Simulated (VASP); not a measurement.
# AlOsF4 (P4/mmm) in VASP: relaxation of cell and atoms with PBE

Aim: the relaxation of cell and atoms of AlOsF4 with PBE.

All numbers are computed with VASP 6.6.1; they aren't measurements. Logs are shortened: lines on timing, memory, paths and dates and some standing lists are left out, and cuts for length are marked.

## Step 1: The cell of the first run

It takes space group P4/mmm (No. 123, tetragonal). The conventional cell has a = 3.249 Å, b = 3.249 Å, c = 5.599 Å, α = 90.00°, β = 90.00°, γ = 90.00°. Os (site symmetry 4/mmm) has 16 F at 2.61 to 3.24 Å and 4 Os at 3.25 Å within 3.4 Å. Al (site symmetry 4/mmm) has 6 F at 1.55 to 1.62 Å within 2.1 Å. Within 2.3 Å of F (site symmetry mmm) lie 2 Al at 1.62 Å and 8 F at 2.25 to 2.30 Å. Within 2.1 Å of F (site symmetry 4mm) lie 1 Al at 1.55 Å.

## Step 2: Relaxation of cell and atoms, PBE

INCAR

```
PREC = Accurate
ENCUT = 600
EDIFF = 1E-7
ISMEAR = -1
SIGMA = 0.1
LREAL = False
LASPH = True
NELM = 120
ALGO = Normal
ISIF = 3
LWAVE = False
LCHARG = False
GGA = PE
IBRION = 2
NSW = 60
EDIFFG = -0.01
GGA_COMPAT = False
NELMIN = 4
```

KPOINTS

```
regular mesh
0
Gamma
  6 6 3
```

POSCAR

```
AlOsF4
1.0
    3.2485080000      0.0000000000      0.0000000000
    0.0000000000      3.2485080000      0.0000000000
    0.0000000000      0.0000000000      5.5992510000
Os Al F
1 1 4
Direct
    0.5000000000      0.5000000000      0.5000000000
    0.0000000000      0.0000000000      0.0000000000
    0.5000000000      0.0000000000      0.0000000000
    0.0000000000      0.5000000000      0.0000000000
    0.0000000000      0.0000000000      0.2770000000
    0.0000000000      0.0000000000      0.7230000000
```

Potentials or basis: VASP PAW PBE potentials, release 64 (Os_sv_GW, Al, F).

Launch:

```sh
$ cat potpaw_PBE.64/Os_sv_GW/POTCAR potpaw_PBE.64/Al/POTCAR potpaw_PBE.64/F/POTCAR > POTCAR
$ mpirun -np 1 vasp_std > vasp.out
```

OUTCAR:

```text
PREC = Accurate
   ENCUT = 600
   EDIFF = 1E-7
   ISMEAR = -1
   LREAL = False
   LASPH = True
   NELM = 120
   ISIF = 3
   GGA = PE
   IBRION = 2
   NSW = 60
   EDIFFG = -0.01
   NELMIN = 4

 ion  position               nearest neighbor table
   1  0.500  0.500  0.500-
   2  0.000  0.000  0.000-   5 1.55   6 1.55   3 1.62   4 1.62   4 1.62   3 1.62
   3  0.500  0.000  0.000-   2 1.62   2 1.62
   4  0.000  0.500  0.000-   2 1.62   2 1.62
   5  0.000  0.000  0.277-   2 1.55
   6  0.000  0.000  0.723-   2 1.55

  LATTYP: Found a simple tetragonal cell.
 ALAT       =     3.2485080000
 C/A-ratio  =     1.7236377439

  Lattice vectors:

 A1 = (   3.2485080000,   0.0000000000,   0.0000000000)
 A2 = (   0.0000000000,   3.2485080000,   0.0000000000)
 A3 = (   0.0000000000,   0.0000000000,   5.5992510000)

Analysis of symmetry for initial positions (statically):
=====================================================================
 Subroutine PRICEL returns:
 Original cell was already a primitive cell.

 Routine SETGRP: Setting up the symmetry group for a
 simple tetragonal supercell.

 Subroutine GETGRP returns: Found 16 space group operations
 (whereof 16 operations were pure point group operations)
 out of a pool of 16 trial point group operations.

The static configuration has the point symmetry D_4h.

Analysis of symmetry for dynamics (positions and initial velocities):
=====================================================================
 Subroutine PRICEL returns:
 Original cell was already a primitive cell.

 Routine SETGRP: Setting up the symmetry group for a
 simple tetragonal supercell.

 Subroutine GETGRP returns: Found 16 space group operations
 (whereof 16 operations were pure point group operations)
 out of a pool of 16 trial point group operations.

The dynamic configuration has the point symmetry D_4h.

 Subroutine INISYM returns: Found 16 space group operations
 (whereof 16 operations are pure point group operations),
 and found     1 'primitive' translations

----------------------------------------------------------------------------------------

                                     Primitive cell

  volume of cell :      59.0878

  direct lattice vectors                    reciprocal lattice vectors
     3.248508000  0.000000000  0.000000000     0.307833627  0.000000000  0.000000000
     0.000000000  3.248508000  0.000000000     0.000000000  0.307833627  0.000000000
     0.000000000  0.000000000  5.599251000     0.000000000  0.000000000  0.178595316

  length of vectors
     3.248508000  3.248508000  5.599251000     0.307833627  0.307833627  0.178595316

  position of ions in fractional coordinates (direct lattice)
     0.500000000  0.500000000  0.500000000
     0.000000000  0.000000000  0.000000000
     0.500000000  0.000000000  0.000000000
     0.000000000  0.500000000  0.000000000
     0.000000000  0.000000000  0.277000000
     0.000000000  0.000000000  0.723000000

  ion indices of the primitive-cell ions
   primitive index   ion index
                 1           1
                 2           2
                 3           3
                 4           4
                 5           5
                 6           6

----------------------------------------------------------------------------------------

 KPOINTS: regular mesh

Automatic generation of k-mesh.
 Grid dimensions read from file:
 generate k-points for:    6    6    3

 Generating k-lattice:

  Cartesian coordinates                     Fractional coordinates (reciprocal lattice)
     0.051305605  0.000000000  0.000000000     0.166666667  0.000000000  0.000000000
     0.000000000  0.051305605  0.000000000     0.000000000  0.166666667  0.000000000
     0.000000000  0.000000000  0.059531772     0.000000000  0.000000000  0.333333333

  Length of vectors
     0.051305605  0.051305605  0.059531772

  Shift w.r.t. Gamma in fractional coordinates (k-lattice)
     0.000000000  0.000000000  0.000000000

 Subroutine IBZKPT returns following result:
 ===========================================

 Found     20 irreducible k-points:

 Following reciprocal coordinates:
            Coordinates               Weight
  0.000000  0.000000  0.000000      1.000000
  0.166667  0.000000  0.000000      4.000000
  0.333333  0.000000  0.000000      4.000000
  0.500000  0.000000  0.000000      2.000000
  0.166667  0.166667  0.000000      4.000000
  0.333333  0.166667  0.000000      8.000000
[... 12 lines left out ...]
  0.500000  0.333333  0.333333      8.000000
  0.500000  0.500000  0.333333      2.000000
   k-points           NKPTS =     20   k-points in BZ     NKDIM =     20   number of bands    NBANDS=     28
   number of dos      NEDOS =    301   number of ions     NIONS =      6
   total plane-waves  NPLWV =  37632
   dimension x,y,z NGX =    28 NGY =   28 NGZ =   48
   dimension x,y,z NGXF=    56 NGYF=   56 NGZF=   96
   ions per type =               1   1   4
   NGX,Y,Z   is equivalent  to a cutoff of  14.33, 14.33, 14.25 a.u.
   NGXF,Y,Z  is equivalent  to a cutoff of  28.66, 28.66, 28.50 a.u.
 SYSTEM =  unknown system
   PREC   = accura    normal or accurate (medium, high low for compatibility)
   ISTART =      0    job   : 0-new  1-cont  2-samecut
   ICHARG =      2    charge: 1-file 2-atom 10-const
   ISPIN  =      1    spin polarized calculation?
   LNONCOLLINEAR =      F non collinear calculations
   LSORBIT =      F    spin-orbit coupling
   LASPH  =      T    aspherical Exc in radial PAW
   ENCUT  =  600.0 eV  44.10 Ry    6.64 a.u.   6.49  6.49 11.18*2*pi/ulx,y,z
   NELM   =    120;   NELMIN=  4; NELMDL= -5     # of ELM steps
   EDIFF  = 0.1E-06   stopping-criterion for ELM
   LREAL  =      F    real-space projection
   EDIFFG = -.1E-01   stopping-criterion for IOM
   NSW    =     60    number of steps for IOM
   IBRION =      2    ionic relax: 0-MD 1-quasi-New 2-CG
   NFREE  =      1    steps in history (QN), initial steepest desc. (CG)
   ISIF   =      3    stress and relaxation
   ISYM   =      2    0-nonsym 1-usesym 2-fastsym
   POTIM  = 0.5000    time-step for ionic-motion
   TEBEG  =    0.0;   TEEND  =   0.0 temperature during run
   PSTRESS=    0.0 pullay stress
   NELECT =      47.0000    total number of electrons
   NUPDOWN=      -1.0000    fix difference up-down
   EMIN   =  10.00;   EMAX   =-10.00  energy-range for DOS
   EFERMI =   0.00;   METHOD = LEGACY
   ISMEAR =    -1;   SIGMA  =   0.10  broadening in eV -4-tet -1-fermi 0-gaus
   EFERMI_NEDOS =   21; number of points for ismear=-14 and -15
   IALGO  =     38    algorithm
   IMIX   =      4    mixing-type and parameters
     AMIX     =   0.40;   BMIX     =  1.00
     AMIX_MAG =   1.60;   BMIX_MAG =  1.00
  volume/ion in A,a.u.               =       9.85        66.46
  Fermi-wavevector in a.u.,A,eV,Ry     =   1.516846  2.866423 31.304584  2.300822
  Thomas-Fermi vector in A             =   2.626181
   LORBIT       =      0    0 simple, 1 ext, 2 COOP (PROOUT), +10 PAW based schemes
   GGA     = PE    functional components
   LHFCALC =     F    Hartree Fock is set to
   AEXX    =    0.0000 exact exchange contribution
   IVDW    =     0    specifies the selected vdW correction
   LEPSILON=     F    determine dielectric tensor
   LRPA    =     F    only Hartree local field effects (RPA)
 conjugate gradient relaxation of ions
 non-spin polarized calculation
  energy-cutoff  :      600.00
  volume of cell :       59.09
 maximum number of plane-waves:      1986
 NGX is ok and might be reduce to    28
   NGX = 13   NGY = 13   NGZ = 23

--------------------------------------- Ionic step        1  -------------------------------------------

 number of electron      47.0000024 magnetization

 Free energy of the ion-electron system (eV)
  ---------------------------------------------------
  ext. energy  EPLUGINS =         0.00000000
  ---------------------------------------------------
  free energy    TOTEN  =       -28.04544006 eV

  energy without entropy =      -27.73057841  energy(sigma->0) =      -27.88800924

------------------------ aborting loop because EDIFF is reached ----------------------------------------

  FORCE on cell =-STRESS in cart. coord.  units (eV):
  Direction    XX          YY          ZZ          XY          YZ          ZX
  --------------------------------------------------------------------------------------
  -------------------------------------------------------------------------------------
  Total       17.8190146     17.8190146     33.5438008      0.0000000      0.0000000      0.0000000
  in kB      483.1660916    483.1660916    909.5467690      0.0000000      0.0000000      0.0000000
  external PRESSURE =     625.2929841 kB  Pullay stress =       0.0000000 kB
[... 25 lines left out ...]
  energy  without entropy=      -27.7305784121  energy(sigma->0) =      -27.88800924

--------------------------------------- Ionic step        2  -------------------------------------------

 number of electron      46.9999954 magnetization

 E-fermi :   2.6172     XC(G=0):  -9.1358

 val. band max:        2.6171388526   @ k =   0.5000   0.3333   0.0000
 cond. band min:       2.6287876438   @ k =   0.3333   0.1667   0.3333
 fundamental gap:      0.0116487912
 Fermi energy:         2.6172337372

 k-point     1 :       0.0000    0.0000    0.0000
  band No.  band energies     occupation
      1     -82.7051      2.00000
      2     -42.2462      2.00000
      3     -42.2462      2.00000
      4     -41.9412      2.00000
      5     -24.0373      2.00000
      6     -23.1618      2.00000
[... 682 lines left out ...]
  FREE ENERGIE OF THE ION-ELECTRON SYSTEM (eV)
  ---------------------------------------------------
  free  energy   TOTEN  =       -31.3732388850 eV

  energy  without entropy=      -31.0599924402  energy(sigma->0) =      -31.21661566

 E-fermi :   5.0484     XC(G=0): -10.6503

 val. band max:        5.0454009298   @ k =   0.0000   0.0000   0.3333
 cond. band min:       5.0541475355   @ k =   0.3333   0.1667   0.0000
 fundamental gap:      0.0087466057
 Fermi energy:         5.0483792226

 k-point     1 :       0.0000    0.0000    0.0000
  band No.  band energies     occupation
      1     -80.3754      2.00000
      2     -39.8957      2.00000
      3     -39.8957      2.00000
      4     -39.5533      2.00000
      5     -21.9988      2.00000
      6     -20.4838      2.00000
[... 609 lines left out ...]
     27      11.5992      0.00000
     28      11.9053      0.00000

[... ionic steps 4 to 13 ...]

--------------------------------------- Ionic step       14  -------------------------------------------

 number of electron      46.9999964 magnetization

------------------------ aborting loop because EDIFF is reached ----------------------------------------

  FORCE on cell =-STRESS in cart. coord.  units (eV):
  Direction    XX          YY          ZZ          XY          YZ          ZX
  --------------------------------------------------------------------------------------
  -------------------------------------------------------------------------------------
  Total       -0.0850480     -0.0850480     -0.1032945      0.0000000      0.0000000      0.0000000
  in kB       -1.7474505     -1.7474505     -2.1223544      0.0000000      0.0000000      0.0000000
  external PRESSURE =      -1.8724185 kB  Pullay stress =       0.0000000 kB
[... 65 lines left out ...]
  energy  without entropy=      -31.2726408247  energy(sigma->0) =      -31.45552882

--------------------------------------- Ionic step       16  -------------------------------------------

 number of electron      46.9999965 magnetization

 Free energy of the ion-electron system (eV)
  ---------------------------------------------------
  ext. energy  EPLUGINS =         0.00000000
  ---------------------------------------------------
  free energy    TOTEN  =       -31.63846185 eV

  energy without entropy =      -31.27276567  energy(sigma->0) =      -31.45561376

 E-fermi :   3.8149     XC(G=0): -10.2274

 val. band max:        3.8126408899   @ k =   0.5000   0.1667   0.0000
 cond. band min:       3.8177235783   @ k =   0.5000   0.1667   0.3333
 fundamental gap:      0.0050826884
 Fermi energy:         3.8148780209

 k-point     1 :       0.0000    0.0000    0.0000
  band No.  band energies     occupation
      1     -81.5532      2.00000
      2     -41.0384      2.00000
      3     -41.0384      2.00000
      4     -40.8156      2.00000
      5     -22.0916      2.00000
      6     -20.6840      2.00000
[... 642 lines left out ...]
  FREE ENERGIE OF THE ION-ELECTRON SYSTEM (eV)
  ---------------------------------------------------
  free  energy   TOTEN  =       -31.6384618464 eV

  energy  without entropy=      -31.2727656704  energy(sigma->0) =      -31.45561376

 reached required accuracy - stopping structural energy minimisation
```

Run time: 7.9 min. Hardware: 1 thread of AMD EPYC 7R43 (Zen 3), shared host; peak memory 0.18 GiB.

What came out:

```
Free energy                           : -31.6385 eV
Relaxed volume                        : 12.98 Å³/atom
Relaxed cell                          : a = 3.489 Å, b = 3.489 Å, c = 6.400 Å, α = 90.00°, β = 90.00°, γ = 90.00°
Space group after relaxing (to 0.1 Å) : P4/mmm (No. 123)
Energy gained by relaxing             : 598.8 meV/atom
Ionic steps                           : 16
Pressure after relaxing               : 0.0 GPa
Band gap on the k mesh                : zero (an odd number of electrons rules out a gap without spin polarisation)
```

Stress tensor (GPa, compression positive):
```
-0.04  0.00  0.00
 0.00 -0.04  0.00
 0.00  0.00  0.08
```

Step by step:
```
step  energy change (eV)  largest force (eV/Å)  pressure (GPa)  volume (Å³)
   1              0.0000                8.4935           62.53        59.09
   2             -0.4963                3.1408          -19.01        98.06
   3             -3.3278                1.6464            1.55        74.31
   4             -3.3482                1.4987            3.02        73.47
   5             -3.3585                1.2920            5.05        72.40
   6             -3.5204                0.8164           -0.82        76.45
   7             -3.5297                0.6919           -2.28        77.75
   8             -3.5721                0.0823            0.31        76.78
   9             -3.5726                0.0005            0.66        76.65
  10             -3.5854                0.0324            0.51        76.99
  11             -3.5915                0.0915            0.33        77.48
  12             -3.5916                0.0849            0.34        77.43
  13             -3.5928                0.0469           -0.09        77.88
  14             -3.5929                0.0386           -0.19        77.98
  15             -3.5930                0.0216            0.10        77.86
  16             -3.5930                0.0002            0.00        77.90
```

Final structure:
```xyz
6
Lattice="3.4889 0.0000 0.0000 0.0000 3.4889 0.0000 0.0000 0.0000 6.4000" Properties=species:S:1:pos:R:3 pbc="T T T"
Os    1.7444    1.7444    3.2000
Al    0.0000    0.0000    0.0000
F     1.7444    0.0000    0.0000
F     0.0000    1.7444    0.0000
F     0.0000    0.0000    1.8596
F     0.0000    0.0000    4.5405
```

Levels at points of the mesh, in eV from the Fermi level:
| k point | band 19 | band 20 | band 21 | band 22 | band 23 | band 24 | band 25 | band 26 | band 27 | band 28 |
| --- | --- | --- | --- | --- | --- | --- | --- | --- | --- | --- |
| (0.00, 0.00, 0.00) | -4.38 | -4.27 | -1.78 | -1.29 | -0.56 | 0.14 | 0.28 | 0.28 | 5.06 | 6.84 |
| (0.50, 0.00, 0.00) | -4.37 | -4.02 | -1.14 | -0.55 | -0.02 | 0.02 | 0.11 | 2.45 | 4.29 | 7.05 |
| (0.50, 0.50, 0.00) | -4.20 | -3.99 | -0.33 | -0.17 | 0.07 | 0.07 | 0.72 | 3.20 | 6.00 | 6.00 |

Caveat: the k points lie up to 0.33 Å⁻¹ apart in the final cell, too coarse for converged energies and pressures of a metal; the volume moved by over 15 % at a fixed basis, so the end points are rough; spin-orbit coupling is left out, which moves the levels of the heavy elements; an odd number of electrons without spin polarisation forces a metal; a magnetic or distorted state may lie lower.
